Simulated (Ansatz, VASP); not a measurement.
## Ir2Ru: VASP beside Ansatz

INCAR

```
PREC     = Accurate       # precision mode
ENCUT    = 520            # plane-wave cutoff, eV
EDIFF    = 1E-7           # SCF threshold, eV
ISMEAR   = 0              # smearing method
SIGMA    = 0.1            # smearing width, eV
LREAL    = False          # projectors in reciprocal space
LASPH    = True           # aspherical terms in the spheres
NELM     = 80             # most SCF steps
ALGO     = Normal         # electronic algorithm
ISIF     = 2              # what is computed and relaxed
LWAVE    = False          # write WAVECAR
LCHARG   = False          # write CHGCAR
GGA      = PE             # functional
NBANDS   = 41             # bands
```

The input KPOINTS:

```
Automatic mesh
0
Gamma
  6 6 2
```

The input POSCAR:

```
Ir2Ru
1.0
    2.7095134000      0.0000000000      0.0000000000
   -1.3547567000      2.3465074400      0.0000000000
    0.0000000000      0.0000000000     13.1498101000
Ru Ir
2 4
Direct
    0.6666666700      0.3333333300      0.3333333300
    0.6666666700      0.3333333300      0.6666666700
    0.3333333300      0.6666666700      0.8333333300
    0.3333333300      0.6666666700      0.1666666700
    0.3333333300      0.6666666700      0.5000000000
    0.6666666700      0.3333333300      0.0000000000
```

Input for Ansatz:

```yaml
crystal:
  lattice:
    - [2.7095134, 0.0, 0.0]
    - [-1.3547567, 2.34650744, 0.0]
    - [0.0, 0.0, 13.1498101]
  atoms:
    - { symbol: Ru, position: [0.66666667, 0.33333333, 0.33333333] }
    - { symbol: Ru, position: [0.66666667, 0.33333333, 0.66666667] }
    - { symbol: Ir, position: [0.33333333, 0.66666667, 0.83333333] }
    - { symbol: Ir, position: [0.33333333, 0.66666667, 0.16666667] }
    - { symbol: Ir, position: [0.33333333, 0.66666667, 0.5] }
    - { symbol: Ir, position: [0.66666667, 0.33333333, 0.0] }
basis:
  ecutwfc: 420
kpoints:
  mp_grid: { grid: [6, 6, 2] }
hamiltonian:
  xc: pbe
scf:
  occupations: { method: gaussian, width: 0.1 }
  lower_state_search: "off"
output:
  forces: true
  stress: true
  eigenvalues: true
```

Alike in both runs: task single point; functional PBE; k mesh 6 × 6 × 2; occupations gaussian, width 0.1 eV; no spin polarisation.

```csv
,VASP,Ansatz
version,VASP 6.6.1,Ansatz 0.2.0
potentials or method,"VASP PAW PBE potentials, release 64 (Ru_pv, Ir), cutoff 520 eV","scalar-relativistic, plane waves, PAW"
valence electrons in the cell,64,100
```

|  | VASP | Ansatz | Ansatz less VASP |
| --- | --- | --- | --- |
| gap on the k mesh at the Fermi level (eV) | none | none | - |
| pressure (GPa) | 10.2 | 9.8 | -0.40 |
| traceless stress, the component that is largest in VASP (GPa) | -7.26 | -7.31 | -0.044 |
| rms of the force components (eV/Å) | 0.232 | 0.222 | -0.0101 |

Atom by atom the forces differ by 0.010 eV/Å (rms over components). A gap of «none» marks a metal or a gap that the smearing closes. With one functional, cell and mesh, what is left measures potentials, basis and numerics. VASP's potentials hold 64 valence electrons a cell and Ansatz's 100, so a difference there can come from the potentials and not from the codes.

The k mesh is coarse, so the values compare programs but aren't converged. Neither program's run includes spin-orbit coupling.
